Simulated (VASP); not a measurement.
# LuH3 (I4/mmm) in VASP: further runs, part 3 of 3

VASP 6.6.1. The steps go on from the part before.

**5. Single point, r2SCAN**

Contents of POSCAR:

```
LuH3
1.0
   -1.6740800000      1.6740800000      2.7822000000
    1.6740800000     -1.6740800000      2.7822000000
    1.6740800000      1.6740800000     -2.7822000000
Lu H
1 3
Direct
    0.0000000000      0.0000000000      0.0000000000
    0.7500000000      0.2500000000      0.5000000000
    0.2500000000      0.7500000000      0.5000000000
    0.5000000000      0.5000000000      0.0000000000
```

Contents of INCAR.step1:

```
PREC = Accurate ; ENCUT = 660
ISMEAR = 1 ; SIGMA = 0.05
LREAL = False ; LASPH = True
NELM = 120 ; NBANDS = 22
GGA = PE ; ALGO = Normal
EDIFF = 1E-5 ; LWAVE = True
LCHARG = False ; GGA_COMPAT = False
```

Contents of INCAR.step2:

```
PREC = Accurate ; ENCUT = 660
EDIFF = 1E-6 ; ISMEAR = 1
SIGMA = 0.05 ; LREAL = False
LASPH = True ; NELM = 120
ALGO = Normal ; ISIF = 2
LWAVE = False ; LCHARG = False
METAGGA = R2SCAN ; LMIXTAU = True
NBANDS = 22 ; ISTART = 1
GGA_COMPAT = False
```

Contents of KPOINTS:

```
Automatic mesh
0
Gamma
  6 6 6
```

Potentials or basis: VASP PAW PBE potentials, release 64 (Lu, H).

On the command line:

```
$ cat potpaw_PBE.64/Lu/POTCAR potpaw_PBE.64/H/POTCAR > POTCAR
$ cp INCAR.step1 INCAR
$ mpirun -np 1 vasp_std > vasp.out
$ cp INCAR.step2 INCAR
$ mpirun -np 1 vasp_std > vasp.out
```

OUTCAR:

```text
PREC = Accurate
   ENCUT = 660
   EDIFF = 1E-6
   ISMEAR = 1
   LREAL = False
   LASPH = True
   NELM = 120
   ISIF = 2
   METAGGA = R2SCAN
   ISTART = 1

 ion  position               nearest neighbor table
   1  0.000  0.000  0.000-   2 2.18   3 2.18   2 2.18   3 2.18   2 2.18   3 2.18   2 2.18   3 2.18

   2  0.750  0.250  0.500-   1 2.18   1 2.18   1 2.18   1 2.18
   3  0.250  0.750  0.500-   1 2.18   1 2.18   1 2.18   1 2.18
   4  0.500  0.500  0.000-

  LATTYP: Found a body centered tetragonal cell.
 ALAT       =     3.3481600000
 C/A-ratio  =     1.6619277454

  Lattice vectors:

 A1 = (  -1.6740800000,   1.6740800000,   2.7822000000)
 A2 = (   1.6740800000,  -1.6740800000,   2.7822000000)
 A3 = (   1.6740800000,   1.6740800000,  -2.7822000000)

Analysis of symmetry for initial positions (statically):
=====================================================================
 Subroutine PRICEL returns:
 Original cell was already a primitive cell.

 Routine SETGRP: Setting up the symmetry group for a
 body centered tetragonal supercell.

 Subroutine GETGRP returns: Found 16 space group operations
 (whereof 16 operations were pure point group operations)
 out of a pool of 16 trial point group operations.

The static configuration has the point symmetry D_4h.

Analysis of symmetry for dynamics (positions and initial velocities):
=====================================================================
 Subroutine PRICEL returns:
 Original cell was already a primitive cell.

 Routine SETGRP: Setting up the symmetry group for a
 body centered tetragonal supercell.

 Subroutine GETGRP returns: Found 16 space group operations
 (whereof 16 operations were pure point group operations)
 out of a pool of 16 trial point group operations.

The dynamic configuration has the point symmetry D_4h.

 Subroutine INISYM returns: Found 16 space group operations
 (whereof 16 operations are pure point group operations),
 and found     1 'primitive' translations

----------------------------------------------------------------------------------------

                                     Primitive cell

  volume of cell :      31.1889

  direct lattice vectors                    reciprocal lattice vectors
    -1.674080000  1.674080000  2.782200000     0.000000000  0.298671509  0.179713895
     1.674080000 -1.674080000  2.782200000     0.298671509  0.000000000  0.179713895
     1.674080000  1.674080000 -2.782200000     0.298671509  0.298671509  0.000000000

  length of vectors
     3.653180058  3.653180058  3.653180058     0.348571018  0.348571018  0.422385299

  position of ions in fractional coordinates (direct lattice)
     0.000000000  0.000000000  0.000000000
     0.750000000  0.250000000  0.500000000
     0.250000000  0.750000000  0.500000000
     0.500000000  0.500000000  0.000000000

  ion indices of the primitive-cell ions
   primitive index   ion index
                 1           1
                 2           2
                 3           3
                 4           4

----------------------------------------------------------------------------------------

 KPOINTS: Automatic mesh

Automatic generation of k-mesh.
 Grid dimensions read from file:
 generate k-points for:    6    6    6

 Generating k-lattice:

  Cartesian coordinates                     Fractional coordinates (reciprocal lattice)
     0.000000000  0.049778585  0.029952316     0.166666667 -0.000000000  0.000000000
     0.049778585  0.000000000  0.029952316    -0.000000000  0.166666667  0.000000000
     0.049778585  0.049778585  0.000000000     0.000000000  0.000000000  0.166666667

  Length of vectors
     0.058095170  0.058095170  0.070397550

  Shift w.r.t. Gamma in fractional coordinates (k-lattice)
     0.000000000  0.000000000  0.000000000

 Subroutine IBZKPT returns following result:
 ===========================================

 Found     30 irreducible k-points:

 Following reciprocal coordinates:
            Coordinates               Weight
  0.000000  0.000000  0.000000      1.000000
  0.166667  0.000000  0.000000      8.000000
  0.333333 -0.000000  0.000000      8.000000
  0.500000  0.000000  0.000000      4.000000
  0.166667  0.166667  0.000000      8.000000
  0.333333  0.166667  0.000000     16.000000
[... 16 lines left out ...]
 -0.333333 -0.333333  0.166667      8.000000
 -0.166667 -0.333333  0.166667      8.000000
 [... further k-points ...]
   k-points           NKPTS =     30   k-points in BZ     NKDIM =     30   number of bands    NBANDS=     22
   number of dos      NEDOS =    301   number of ions     NIONS =      4
   total plane-waves  NPLWV =  32768
   dimension x,y,z NGX =    32 NGY =   32 NGZ =   32
   dimension x,y,z NGXF=    64 NGYF=   64 NGZF=   64
   ions per type =               1   3
   NGX,Y,Z   is equivalent  to a cutoff of  14.56, 14.56, 14.56 a.u.
   NGXF,Y,Z  is equivalent  to a cutoff of  29.12, 29.12, 29.12 a.u.
 SYSTEM =  unknown system
   PREC   = accura    normal or accurate (medium, high low for compatibility)
   ISTART =      1    job   : 0-new  1-cont  2-samecut
   ICHARG =      0    charge: 1-file 2-atom 10-const
   ISPIN  =      1    spin polarized calculation?
   LNONCOLLINEAR =      F non collinear calculations
   LSORBIT =      F    spin-orbit coupling
   LASPH  =      T    aspherical Exc in radial PAW
   ENCUT  =  660.0 eV  48.51 Ry    6.96 a.u.   7.65  7.65  7.65*2*pi/ulx,y,z
   NELM   =    120;   NELMIN=  2; NELMDL=  0     # of ELM steps
   EDIFF  = 0.1E-05   stopping-criterion for ELM
   LREAL  =      F    real-space projection
   EDIFFG = 0.1E-04   stopping-criterion for IOM
   NSW    =      0    number of steps for IOM
   IBRION =     -1    ionic relax: 0-MD 1-quasi-New 2-CG
   NFREE  =      0    steps in history (QN), initial steepest desc. (CG)
   ISIF   =      2    stress and relaxation
   ISYM   =      2    0-nonsym 1-usesym 2-fastsym
   POTIM  = 0.5000    time-step for ionic-motion
   TEBEG  =    0.0;   TEEND  =   0.0 temperature during run
   PSTRESS=    0.0 pullay stress
   NELECT =      28.0000    total number of electrons
   NUPDOWN=      -1.0000    fix difference up-down
   EMIN   =  10.00;   EMAX   =-10.00  energy-range for DOS
   EFERMI =   0.00;   METHOD = LEGACY
   ISMEAR =     1;   SIGMA  =   0.05  broadening in eV -4-tet -1-fermi 0-gaus
   EFERMI_NEDOS =   21; number of points for ismear=-14 and -15
   IALGO  =     38    algorithm
   IMIX   =      4    mixing-type and parameters
     AMIX     =   0.40;   BMIX     =  1.00
     AMIX_MAG =   1.60;   BMIX_MAG =  1.00
  volume/ion in A,a.u.               =       7.80        52.62
  Fermi-wavevector in a.u.,A,eV,Ry     =   1.579285  2.984416 33.934862  2.494142
  Thomas-Fermi vector in A             =   2.679688
   LORBIT       =      0    0 simple, 1 ext, 2 COOP (PROOUT), +10 PAW based schemes
   METAGGA = R2SCAN    functional components
   LHFCALC =     F    Hartree Fock is set to
   AEXX    =    0.0000 exact exchange contribution
   IVDW    =     0    specifies the selected vdW correction
   LEPSILON=     F    determine dielectric tensor
   LRPA    =     F    only Hartree local field effects (RPA)
 non-spin polarized calculation
 Methfessel and Paxton  Order N= 1 SIGMA  =   0.05
  energy-cutoff  :      660.00
  volume of cell :       31.19
 maximum number of plane-waves:      1215
 NGX is ok and might be reduce to    32
   NGX = 15   NGY = 15   NGZ = 15

 number of electron      27.9999999 magnetization

 Free energy of the ion-electron system (eV)
  ---------------------------------------------------
  ext. energy  EPLUGINS =         0.00000000
  ---------------------------------------------------
  free energy    TOTEN  =       -50.70592684 eV

  energy without entropy =      -50.70598052  energy(sigma->0) =      -50.70594473

 E-fermi :   3.7565     XC(G=0): -12.4252

 val. band max:        3.4421723343   @ k =   0.0000   0.0000   0.0000
 cond. band min:       3.7985997897   @ k =   0.5000   0.0000   0.0000
 fundamental gap:      0.3564274554
 Fermi energy:         3.7565056785

 k-point     1 :       0.0000    0.0000    0.0000
  band No.  band energies     occupation
      1     -54.8579      2.00000
      2     -24.7442      2.00000
      3     -24.6703      2.00000
      4     -24.6703      2.00000
      5      -7.7021      2.00000
      6      -2.3875      2.00000
[... 574 lines left out ...]
      6      -2.3292      2.00000
[... 14 lines left out ...]
     21      15.7618      0.00000
     22      17.5340      0.00000

 [... further k-points ...]

------------------------ aborting loop because EDIFF is reached ----------------------------------------

  FORCE on cell =-STRESS in cart. coord.  units (eV):
  Direction    XX          YY          ZZ          XY          YZ          ZX
  --------------------------------------------------------------------------------------
  -------------------------------------------------------------------------------------
  Total        0.1563458      0.1563458      0.3281194      0.0000000      0.0000000     -0.0000000
  in kB        8.0314865      8.0314865     16.8555016      0.0000000      0.0000000     -0.0000000
  external PRESSURE =      10.9728249 kB  Pullay stress =       0.0000000 kB

 VOLUME and BASIS-vectors are now :
 -----------------------------------------------------------------------------
  energy-cutoff  :      660.00
  volume of cell :       31.19
      direct lattice vectors                 reciprocal lattice vectors
    -1.674080000  1.674080000  2.782200000     0.000000000  0.298671509  0.179713895
     1.674080000 -1.674080000  2.782200000     0.298671509  0.000000000  0.179713895
     1.674080000  1.674080000 -2.782200000     0.298671509  0.298671509  0.000000000

 POSITION                                       TOTAL-FORCE (eV/Angst)
 -----------------------------------------------------------------------------------
      0.00000      0.00000      0.00000        -0.000000      0.000000     -0.000000
      0.00000      1.67408      1.39110        -0.000000      0.000000      0.000000
      1.67408      0.00000      1.39110         0.000000     -0.000000     -0.000000
      0.00000      0.00000      2.78220        -0.000000      0.000000     -0.000000
 -----------------------------------------------------------------------------------
    total drift:                                0.000000     -0.000000     -0.000000

  FREE ENERGIE OF THE ION-ELECTRON SYSTEM (eV)
  ---------------------------------------------------
  free  energy   TOTEN  =       -50.7059268361 eV

  energy  without entropy=      -50.7059805204  energy(sigma->0) =      -50.70594473
```

It took 3.9 min on 1 thread of AMD EPYC 7R43 (Zen 3), shared host; peak memory 0.18 GiB.

Results:

```yaml
Free_energy: -50.7059 eV
Pressure: 1.1 GPa
Band_gap_on_the_k_mesh: 0.36 eV (least direct gap 0.59 eV)
```

Levels at points of the mesh, in eV from the valence-band top:
```csv
k point,band 12,band 13,band 14,band 15,band 16,band 17
"(0.00, 0.00, 0.00)",-5.44,-0.85,0.00,0.59,1.87,1.87
"(0.50, 0.00, 0.00)",-5.44,-5.37,-0.63,0.36,1.93,5.26
"(0.50, 0.50, 0.00)",-5.47,-5.47,-4.22,4.37,4.85,5.29
"(0.50, 0.50, 0.50)",-5.49,-5.24,-5.09,6.03,6.03,6.16
```

Caveat: the PAW data sets were made with another functional, which shifts forces and pressure a little; spin-orbit coupling is left out, which moves the levels of the heavy elements.

**6. Single point, r2SCAN**

POSCAR is that of step 5.

Contents of INCAR.step1:

```
ALGO     = Normal         # electronic algorithm
EDIFF    = 1E-5           # SCF threshold, eV
ENCUT    = 660            # plane-wave cutoff, eV
GGA      = PE             # functional
GGA_COMPAT= F            
ISMEAR   = 1              # smearing method
LASPH    = T              # aspherical terms in the spheres
LCHARG   = F              # write CHGCAR
LREAL    = F              # projectors in reciprocal space
LWAVE    = T              # write WAVECAR
NBANDS   = 22             # bands
NELM     = 120            # most SCF steps
PREC     = Accurate       # precision mode
SIGMA    = 0.05           # smearing width, eV
```

Contents of INCAR.step2:

```
ALGO     = Normal         # electronic algorithm
EDIFF    = 1E-6           # SCF threshold, eV
ENCUT    = 660            # plane-wave cutoff, eV
GGA_COMPAT= F            
ISIF     = 2              # what is computed and relaxed
ISMEAR   = 1              # smearing method
ISTART   = 1            
LASPH    = T              # aspherical terms in the spheres
LCHARG   = T              # write CHGCAR
LELF     = T              # ELF
LMIXTAU  = T            
LREAL    = F              # projectors in reciprocal space
LVHAR    = T            
LWAVE    = F              # write WAVECAR
METAGGA  = R2SCAN         # meta-GGA
NBANDS   = 22             # bands
NELM     = 120            # most SCF steps
PREC     = Accurate       # precision mode
SIGMA    = 0.05           # smearing width, eV
```

Contents of KPOINTS:

```
k-points
0
Gamma
  8 8 8
```

Potentials or basis: VASP PAW PBE potentials, release 64 (Lu, H).

On the command line:

```
$ cat potpaw_PBE.64/Lu/POTCAR potpaw_PBE.64/H/POTCAR > POTCAR
$ cp INCAR.step1 INCAR
$ mpirun -np 1 vasp_std > vasp.out
$ cp INCAR.step2 INCAR
$ mpirun -np 1 vasp_std > vasp.out
```

Run time: 6.8 min. Hardware: 1 thread of AMD EPYC 7R43 (Zen 3), shared host; peak memory 0.21 GiB.

It converged, with:

| Quantity | Value |
| --- | --- |
| Free energy | -50.7180 eV |
| Pressure | 0.9 GPa |
| Band gap on the k mesh | 0.29 eV (least direct gap 0.59 eV) |

Stress tensor (GPa, compression positive):
```
0.83 0.00 0.00
0.00 0.83 0.00
0.00 0.00 1.04
```

Levels at points of the mesh, in eV from the valence-band top:
```
           k point  band 12  band 13  band 14  band 15  band 16  band 17
(0.00, 0.00, 0.00)    -5.51    -0.92    -0.07     0.52     1.80     1.80
(0.50, 0.00, 0.00)    -5.51    -5.44    -0.70     0.29     1.86     5.19
(0.50, 0.50, 0.00)    -5.54    -5.53    -4.30     4.30     4.78     5.22
(0.50, 0.50, 0.50)    -5.55    -5.31    -5.17     5.96     5.96     6.09
```

Caveat: the PAW data sets were made with another functional, which shifts forces and pressure a little; spin-orbit coupling is left out, which moves the levels of the heavy elements.

**7. Overview**

| k mesh | gap on the mesh (eV) | pressure (GPa) |
| --- | --- | --- |
| 3 × 3 × 3 | 0.54 | 3.5 |
| 4 × 4 × 4 | 0.34 | 1.9 |
| 5 × 5 × 5 | 0.56 | 1.2 |
| 6 × 6 × 6 | 0.36 | 1.1 |
| 8 × 8 × 8 | 0.29 | 0.9 |

Alike in all rows: task single point; level r2SCAN; potentials or basis VASP PAW PBE potentials, release 64 (Lu, H); no spin polarisation; cell as given; cutoff (eV) 660; smearing methfessel-paxton 0.05 eV.

Caveats: some runs use coarse meshes; the PAW data sets were made with another functional, which shifts forces and pressure a little; spin-orbit coupling is left out, which moves the levels of the heavy elements; an odd mesh through Γ misses points on the zone boundary, where band edges can lie (at least some runs).

Absolute energies hang on the potentials; compare differences alone.
